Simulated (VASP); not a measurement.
# Ru in VASP: notebook, part 2 of 2

VASP 6.6.1.

## (4) Electric field gradients, PBE (xy shear strain of -2 %)

Contents of INCAR:

```
  ALGO = Normal
  EDIFF = 1E-8
  ENCUT = 520
  GGA = PE
  ISIF = 2
  ISMEAR = -1
  LASPH = T
  LCHARG = F
  LEFG = T
  LREAL = F
  LWAVE = F
  NBANDS = 21
  NELM = 100
  PREC = Accurate
  SIGMA = 0.03
```

Contents of KPOINTS:

```
k-points
0
Gamma
  14 14 8
```

Contents of POSCAR:

```
Ru
1.0
    2.7057993342     -0.0270579933      0.0000000000
   -1.3763325767      2.3568199577      0.0000000000
    0.0000000000      0.0000000000      4.2819000000
Ru
2
Direct
    0.3333333333      0.6666666667      0.2500000000
    0.6666666667      0.3333333333      0.7500000000
```

Potentials or basis: VASP PAW PBE potentials, release 64 (Ru_pv).

On the command line:

```console
$ cat potpaw_PBE.64/Ru_pv/POTCAR > POTCAR
$ mpirun -np 1 vasp_std > vasp.out
```

OUTCAR:

```text
EDIFF = 1E-8
   ENCUT = 520
   GGA = PE
   ISIF = 2
   ISMEAR = -1
   LASPH = T
   LREAL = F
   NELM = 100
   PREC = Accurate

 ion  position               nearest neighbor table
   1  0.333  0.667  0.250-   2 2.64   2 2.64   2 2.65   2 2.65   2 2.66   2 2.66
   2  0.667  0.333  0.750-   1 2.64   1 2.64   1 2.65   1 2.65   1 2.66   1 2.66

  LATTYP: Found a simple monoclinic cell.
 ALAT       =     2.6824005424
 B/A-ratio  =     1.5962940405
 C/A-ratio  =     1.0087735139
 COS(beta)  =    -0.4869160342

  Lattice vectors:

 A1 = (   1.3294667575,   2.3297619644,   0.0000000000)
 A2 = (   0.0000000000,   0.0000000000,  -4.2819000000)
 A3 = (  -2.7057993342,   0.0270579933,   0.0000000000)

Analysis of symmetry for initial positions (statically):
=====================================================================
 Subroutine PRICEL returns:
 Original cell was already a primitive cell.

 Routine SETGRP: Setting up the symmetry group for a
[... 767 lines left out ...]
  volume of cell :       27.15
      direct lattice vectors                 reciprocal lattice vectors
     2.705799334 -0.027057993  0.000000000     0.371747482  0.217092599  0.000000000
    -1.376332577  2.356819958  0.000000000     0.004267929  0.426792928  0.000000000
     0.000000000  0.000000000  4.281900000     0.000000000  0.000000000  0.233541185

 POSITION                                       TOTAL-FORCE (eV/Angst)
 -----------------------------------------------------------------------------------
     -0.01562      1.56219      1.07048         0.088024     -0.004885      0.000000
      1.34509      0.76757      3.21143        -0.088024      0.004885     -0.000000
 -----------------------------------------------------------------------------------
    total drift:                                0.000000      0.000000     -0.000000

  FREE ENERGIE OF THE ION-ELECTRON SYSTEM (eV)
  ---------------------------------------------------
  free  energy   TOTEN  =       -18.4532419428 eV

  energy  without entropy=      -18.4467605376  energy(sigma->0) =      -18.45000124

 Electric field gradients (V/A^2)
---------------------------------------------------------------------
 ion       V_xx      V_yy      V_zz      V_xy      V_xz      V_yz
---------------------------------------------------------------------
   1       6.175     6.883   -13.058    -2.626     0.000    -0.000
   2       6.175     6.883   -13.058    -2.626     0.000    -0.000
---------------------------------------------------------------------

 Electric field gradients after diagonalization (V/A^2)
 (convention: |V_zz| > |V_xx| > |V_yy|)
----------------------------------------------------------------------
 ion       V_xx      V_yy      V_zz     asymmetry (V_yy - V_xx)/ V_zz
----------------------------------------------------------------------
   1       9.179     3.879   -13.058       0.406
   2       9.179     3.879   -13.058       0.406
----------------------------------------------------------------------

           NMR quadrupolar parameters

 Cq : quadrupolar parameter    Cq=e*Q*V_zz/h
 eta: asymmetry parameters     (V_yy - V_xx)/ V_zz
 Q  : nuclear electric quadrupole moment in mb (millibarn)
----------------------------------------------------------------------
 ion       Cq(MHz)       eta       Q (mb)
----------------------------------------------------------------------
   1      -0.032       0.406       1.000
   2      -0.032       0.406       1.000
----------------------------------------------------------------------
```

stdout:

```text
POSCAR found type information on POSCAR Ru
 POSCAR found :  1 types and       2 ions
 scaLAPACK will be used
 LDA part: xc-table for (Slater+PW92), standard interpolation
 POSCAR, INCAR and KPOINTS ok, starting setup
 FFT: planning ... GRIDC
 FFT: planning ... GRID_SOFT
 FFT: planning ... GRID
 WAVECAR not read
 entering main loop
ion   1

ion   2
```

Run time: 2 min. Hardware: 1 thread of Intel Xeon Platinum 8488C (Sapphire Rapids), shared host; peak memory 0.32 GiB.

What came out:

* Free energy: -18.4532 eV
* Pressure: 4.6 GPa
* Largest force: 0.088 eV/Å
* Band gap on the k mesh: zero (band 14 reaches 14.50 eV, above the bottom of band 15 at 11.28 eV)

Forces in eV/Å, atoms in the order of the input:
```
Ru   0.088 -0.005  0.000
Ru  -0.088  0.005  0.000
```

Levels at points of the mesh, in eV from the Fermi level:
| k point | band 10 | band 11 | band 12 | band 13 | band 14 | band 15 | band 16 | band 17 | band 18 | band 19 |
| --- | --- | --- | --- | --- | --- | --- | --- | --- | --- | --- |
| (0.00, 0.00, 0.00) | -2.41 | -2.40 | -2.06 | -1.74 | -1.42 | -1.34 | 1.15 | 1.24 | 1.30 | 10.30 |
| (0.50, 0.00, 0.00) | -3.12 | -2.05 | -1.72 | -1.40 | 1.48 | 1.89 | 1.89 | 4.16 | 6.27 | 10.42 |
| (0.00, 0.50, 0.00) | -3.01 | -2.06 | -1.78 | -1.51 | 1.43 | 1.85 | 1.92 | 4.09 | 6.15 | 10.42 |
| (0.50, 0.50, 0.00) | -2.89 | -2.08 | -1.85 | -1.62 | 1.40 | 1.82 | 1.95 | 4.00 | 6.02 | 10.42 |
| (0.00, 0.00, 0.50) | -2.91 | -2.70 | -2.70 | -2.59 | -2.59 | 0.50 | 0.50 | 0.61 | 0.61 | 10.43 |
| (0.50, 0.00, 0.50) | -4.50 | -1.13 | -1.13 | 0.49 | 0.49 | 1.73 | 1.73 | 3.50 | 3.50 | 10.42 |
| (0.00, 0.50, 0.50) | -4.52 | -1.05 | -1.05 | 0.46 | 0.46 | 1.69 | 1.69 | 3.41 | 3.41 | 10.41 |
| (0.50, 0.50, 0.50) | -4.54 | -0.96 | -0.96 | 0.42 | 0.42 | 1.66 | 1.66 | 3.32 | 3.32 | 10.37 |

Electric field gradients, principal values (V/Å²):
```tsv
atom	least	middle	greatest (by size)
1 Ru	3.879	9.179	-13.058
2 Ru	3.879	9.179	-13.058
```

Caveat: the cell differs from its parent crystal (xy shear strain of -2 %); without QUAD_EFG the Cq values of the log hold for a quadrupole moment of 1 mb, not for the nuclei.

## (5) Electric field gradients, PBE (equal xx and yy strain of +1 %)

Contents of INCAR:

```
PREC     = Accurate       # precision mode
ENCUT    = 520            # plane-wave cutoff, eV
EDIFF    = 1E-8           # SCF threshold, eV
ISMEAR   = -1             # smearing method
SIGMA    = 0.03           # smearing width, eV
LREAL    = F              # projectors in reciprocal space
LASPH    = T              # aspherical terms in the spheres
NELM     = 60             # most SCF steps
ALGO     = Normal         # electronic algorithm
ISIF     = 2              # what is computed and relaxed
LWAVE    = F              # write WAVECAR
LCHARG   = F              # write CHGCAR
GGA      = PE             # functional
LEFG     = T            
NBANDS   = 21             # bands
```

Contents of KPOINTS:

```
Automatic mesh
0
Gamma
  14 14 8
```

Contents of POSCAR:

```
Ru
1.0
    2.7328573275      0.0000000000      0.0000000000
   -1.3664286638      2.3667238706      0.0000000000
    0.0000000000      0.0000000000      4.2819000000
Ru
2
Direct
    0.3333333333      0.6666666667      0.2500000000
    0.6666666667      0.3333333333      0.7500000000
```

Potentials or basis: VASP PAW PBE potentials, release 64 (Ru_pv).

On the command line:

```console
$ cat potpaw_PBE.64/Ru_pv/POTCAR > POTCAR
$ mpirun -np 1 vasp_std > vasp.out
```

OUTCAR:

```text
PREC = Accurate
   ENCUT = 520
   EDIFF = 1E-8
   ISMEAR = -1
   LREAL = F
   LASPH = T
   NELM = 60
   ISIF = 2
   GGA = PE

 ion  position               nearest neighbor table
   1  0.333  0.667  0.250-   2 2.66   2 2.66   2 2.66   2 2.66   2 2.66   2 2.66
   2  0.667  0.333  0.750-   1 2.66   1 2.66   1 2.66   1 2.66   1 2.66   1 2.66

  LATTYP: Found a hexagonal cell.
 ALAT       =     2.7328573275
 C/A-ratio  =     1.5668216401

  Lattice vectors:

[... 789 lines left out ...]

  FREE ENERGIE OF THE ION-ELECTRON SYSTEM (eV)
  ---------------------------------------------------
  free  energy   TOTEN  =       -18.4643613624 eV

  energy  without entropy=      -18.4578010702  energy(sigma->0) =      -18.46108122

 Electric field gradients (V/A^2)
---------------------------------------------------------------------
 ion       V_xx      V_yy      V_zz      V_xy      V_xz      V_yz
---------------------------------------------------------------------
   1       8.099     8.102   -16.201     0.002     0.000    -0.000
   2       8.099     8.102   -16.201     0.002    -0.000     0.000
---------------------------------------------------------------------

 Electric field gradients after diagonalization (V/A^2)
 (convention: |V_zz| > |V_xx| > |V_yy|)
----------------------------------------------------------------------
 ion       V_xx      V_yy      V_zz     asymmetry (V_yy - V_xx)/ V_zz
----------------------------------------------------------------------
   1       8.103     8.098   -16.201       0.000
   2       8.103     8.098   -16.201       0.000
----------------------------------------------------------------------

           NMR quadrupolar parameters

 Cq : quadrupolar parameter    Cq=e*Q*V_zz/h
 eta: asymmetry parameters     (V_yy - V_xx)/ V_zz
 Q  : nuclear electric quadrupole moment in mb (millibarn)
----------------------------------------------------------------------
 ion       Cq(MHz)       eta       Q (mb)
----------------------------------------------------------------------
   1      -0.039       0.000       1.000
   2      -0.039       0.000       1.000
----------------------------------------------------------------------
```

stdout:

```text
POSCAR found type information on POSCAR Ru
 POSCAR found :  1 types and       2 ions
 scaLAPACK will be used
 LDA part: xc-table for (Slater+PW92), standard interpolation
 POSCAR, INCAR and KPOINTS ok, starting setup
 FFT: planning ... GRIDC
 FFT: planning ... GRID_SOFT
 FFT: planning ... GRID
 WAVECAR not read
 entering main loop
ion   1

ion   2
```

Wall time 33 s (1 thread of Intel Xeon Platinum 8375C at 2.90GHz (Ice Lake), shared host); peak memory 0.17 GiB.

Results:

```
Free energy            : -18.4644 eV
Pressure               : -1.7 GPa
Band gap on the k mesh : zero (band 14 reaches 14.00 eV, above the bottom of band 15 at 10.95 eV)
```

Electric field gradients, principal values (V/Å²):
```tsv
atom	least	middle	greatest (by size)
1 Ru	8.098	8.103	-16.201
2 Ru	8.098	8.103	-16.201
```

Caveat: the cell differs from its parent crystal (equal xx and yy strain of +1 %); without QUAD_EFG the Cq values of the log hold for a quadrupole moment of 1 mb, not for the nuclei.

## (6) Electric field gradients, PBE (equal xx and yy strain of +3 %)

Contents of INCAR:

```
SYSTEM = Ru
PREC     = Accurate       ! precision mode
ENCUT    = 520            ! plane-wave cutoff, eV
EDIFF    = 1E-8           ! SCF threshold, eV
ISMEAR   = -1             ! smearing method
SIGMA    = 0.03           ! smearing width, eV
LREAL    = .FALSE.        ! projectors in reciprocal space
LASPH    = .TRUE.         ! aspherical terms in the spheres
NELM     = 60             ! most SCF steps
ALGO     = Normal         ! electronic algorithm
ISIF     = 2              ! what is computed and relaxed
LWAVE    = .FALSE.        ! write WAVECAR
LCHARG   = .FALSE.        ! write CHGCAR
GGA      = PE             ! functional
LEFG     = .TRUE.       
NBANDS   = 21             ! bands
```

Contents of KPOINTS:

```
Automatic mesh
0
G
  14 14 8
  0 0 0
```

Contents of POSCAR:

```
Ru
1.0
    2.7869733142      0.0000000000      0.0000000000
   -1.3934866571      2.4135896898      0.0000000000
    0.0000000000      0.0000000000      4.2819000000
Ru
2
Direct
    0.3333333333      0.6666666667      0.2500000000
    0.6666666667      0.3333333333      0.7500000000
```

Potentials or basis: VASP PAW PBE potentials, release 64 (Ru_pv).

On the command line:

```console
$ cat potpaw_PBE.64/Ru_pv/POTCAR > POTCAR
$ mpirun -np 1 vasp_std > vasp.out
```

OUTCAR:

```text
SYSTEM = Ru
   PREC = Accurate
   ENCUT = 520
   EDIFF = 1E-8
   ISMEAR = -1
   LREAL = .FALSE.
   LASPH = .TRUE.
   NELM = 60
   ISIF = 2
   GGA = PE

 ion  position               nearest neighbor table
   1  0.333  0.667  0.250-   2 2.68   2 2.68   2 2.68   2 2.68   2 2.68   2 2.68
   2  0.667  0.333  0.750-   1 2.68   1 2.68   1 2.68   1 2.68   1 2.68   1 2.68

  LATTYP: Found a hexagonal cell.
 ALAT       =     2.7869733142
 C/A-ratio  =     1.5363979189

  Lattice vectors:

 A1 = (   2.7869733142,   0.0000000000,   0.0000000000)
 A2 = (  -1.3934866571,   2.4135896898,   0.0000000000)
[... 791 lines left out ...]
  free  energy   TOTEN  =       -18.4017424555 eV

  energy  without entropy=      -18.3953170804  energy(sigma->0) =      -18.39852977

 Electric field gradients (V/A^2)
---------------------------------------------------------------------
 ion       V_xx      V_yy      V_zz      V_xy      V_xz      V_yz
---------------------------------------------------------------------
   1      10.718    10.719   -21.437     0.000     0.000    -0.000
   2      10.718    10.719   -21.437     0.000    -0.000     0.000
---------------------------------------------------------------------

 Electric field gradients after diagonalization (V/A^2)
 (convention: |V_zz| > |V_xx| > |V_yy|)
----------------------------------------------------------------------
 ion       V_xx      V_yy      V_zz     asymmetry (V_yy - V_xx)/ V_zz
----------------------------------------------------------------------
   1      10.719    10.718   -21.437       0.000
   2      10.719    10.718   -21.437       0.000
----------------------------------------------------------------------

           NMR quadrupolar parameters

 Cq : quadrupolar parameter    Cq=e*Q*V_zz/h
 eta: asymmetry parameters     (V_yy - V_xx)/ V_zz
 Q  : nuclear electric quadrupole moment in mb (millibarn)
----------------------------------------------------------------------
 ion       Cq(MHz)       eta       Q (mb)
----------------------------------------------------------------------
   1      -0.052       0.000       1.000
   2      -0.052       0.000       1.000
----------------------------------------------------------------------
```

stdout:

```text
POSCAR found type information on POSCAR Ru
 POSCAR found :  1 types and       2 ions
 scaLAPACK will be used
 LDA part: xc-table for (Slater+PW92), standard interpolation
 POSCAR, INCAR and KPOINTS ok, starting setup
 FFT: planning ... GRIDC
 FFT: planning ... GRID_SOFT
 FFT: planning ... GRID
 WAVECAR not read
 entering main loop
ion   1

ion   2
```

Run time: 38 s. Hardware: 1 thread of Intel Xeon Platinum 8375C at 2.90GHz (Ice Lake), shared host; peak memory 0.19 GiB.

Results:

| Item | Value |
| --- | --- |
| Free energy | -18.4017 eV |
| Pressure | -12.1 GPa |
| Band gap on the k mesh | zero (band 14 reaches 13.13 eV, above the bottom of band 15 at 10.21 eV) |

Stress tensor (GPa, compression positive):
```
-15.17   0.00   0.00
  0.00 -15.17   0.00
  0.00   0.00  -6.09
```

Levels at points of the mesh, in eV from the Fermi level:
```tsv
k point	band 10	band 11	band 12	band 13	band 14	band 15	band 16	band 17	band 18	band 19
(0.00, 0.00, 0.00)	-2.40	-1.97	-1.72	-1.72	-1.49	-1.49	1.07	1.07	1.57	10.00
(0.50, 0.00, 0.00)	-2.96	-1.79	-1.76	-1.26	1.11	1.55	1.84	3.68	5.60	10.47
(0.00, 0.00, 0.50)	-2.63	-2.63	-2.63	-2.38	-2.38	0.51	0.51	0.51	0.51	10.49
(0.50, 0.00, 0.50)	-4.06	-1.07	-1.07	0.39	0.39	1.39	1.39	3.15	3.15	9.81
```

Electric field gradients, principal values (V/Å²):
| atom | least | middle | greatest (by size) |
| --- | --- | --- | --- |
| 1 Ru | 10.718 | 10.719 | -21.437 |
| 2 Ru | 10.718 | 10.719 | -21.437 |

Caveat: the cell differs from its parent crystal (equal xx and yy strain of +3 %); without QUAD_EFG the Cq values of the log hold for a quadrupole moment of 1 mb, not for the nuclei.

## (7) The runs side by side

```csv
cell,gap on the mesh (eV),pressure (GPa)
"a = 2.715, b = 2.715, c = 4.296 Å, angles 90.0, 90.0, 120.0°, 2 atoms",none,1.2
"a = 2.724, b = 2.724, c = 4.310 Å, angles 90.0, 90.0, 120.0°, 2 atoms",none,-1.9
"a = 2.706, b = 2.729, c = 4.282 Å, angles 90.0, 90.0, 120.9°, 2 atoms",none,4.6
"a = 2.733, b = 2.733, c = 4.282 Å, angles 90.0, 90.0, 120.0°, 2 atoms",none,-1.7
"a = 2.787, b = 2.787, c = 4.282 Å, angles 90.0, 90.0, 120.0°, 2 atoms",none,-12.1
```

Alike in all rows: task electric field gradients; level PBE; potentials or basis VASP PAW PBE potentials, release 64 (Ru_pv); no spin polarisation; k mesh 14 × 14 × 8; cutoff (eV) 520; smearing fermi-dirac 0.03 eV.

Absolute energies hang on the potentials; compare differences alone.
